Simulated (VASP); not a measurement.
Wanted: the native input for a VASP 6.6.1 run.

```yaml
Task: single point
Functional: r2SCAN0
Potentials_or_basis: VASP PAW PBE potentials, release 64 (Sb)
Cutoff: 520 eV
k_mesh: 4 × 4 × 4
Occupations: fermi-dirac, width 0.05 eV
Spin: no spin polarisation
Dipole_correction: no
Grid_for_exact_exchange_PRECFOCK: Normal
Further_INCAR_settings: ALGO = Normal; EDIFF = 1e-06; NBANDS = 12
Share_of_exact_exchange: 0.25
```

Crystal: Sb.

```
Sb
1.0
     2.15420    1.24373    3.75800
    -2.15420    1.24373    3.75800
     0.00000   -2.48746    3.75800
Sb
2
Direct
  0.76651 0.76651 0.76651
  0.23349 0.23349 0.23349
```

One way to write it, as run:

POSCAR

```
Sb
1.0
    2.1542000000      1.2437279499      3.7580000000
   -2.1542000000      1.2437279499      3.7580000000
    0.0000000000     -2.4874558998      3.7580000000
Sb
2
Direct
    0.7665100000      0.7665100000      0.7665100000
    0.2334900000      0.2334900000      0.2334900000
```

INCAR.step1

```
SYSTEM = Sb
ALGO = Normal
EDIFF = 1E-5
ENCUT = 520
GGA = PE
ISIF = 2
ISMEAR = -1
LASPH = .True.
LCHARG = .False.
LREAL = .False.
LWAVE = .True.
NBANDS = 12
NELM = 60
PREC = Accurate
SIGMA = 0.05
```

INCAR.step2

```
SYSTEM = Sb
AEXX = 0.25
ALGO = Normal
EDIFF = 1E-6
ENCUT = 520
ISIF = 2
ISMEAR = -1
ISTART = 1
LASPH = .True.
LCHARG = .False.
LHFCALC = .True.
LMIXTAU = .True.
LREAL = .False.
LWAVE = .False.
METAGGA = R2SCAN
NBANDS = 12
NELM = 60
PREC = Accurate
PRECFOCK = Normal
SIGMA = 0.05
```

KPOINTS

```
k-points
0
Gamma
  4 4 4
  0 0 0
```

Potentials or basis: VASP PAW PBE potentials, release 64 (Sb).

Command:

```console
$ cat potpaw_PBE.64/Sb/POTCAR > POTCAR
$ cp INCAR.step1 INCAR
$ mpirun -np 1 vasp_std > vasp.out
$ cp INCAR.step2 INCAR
$ mpirun -np 1 vasp_std > vasp.out
```

Results of the run:

```
Pressure               : -0.7 GPa
Largest force          : 0.573 eV/Å
Band gap on the k mesh : 0.94 eV (least direct gap 1.08 eV)
```

Caveat: the k points lie up to 0.44 Å⁻¹ apart; the PAW data sets were made with another functional, which shifts forces and pressure a little; spin-orbit coupling is left out, which moves the levels of the heavy elements.

Wall time 22 min on 1 thread of Intel Xeon 8259CL, on a shared host, peak memory 0.22 GiB.
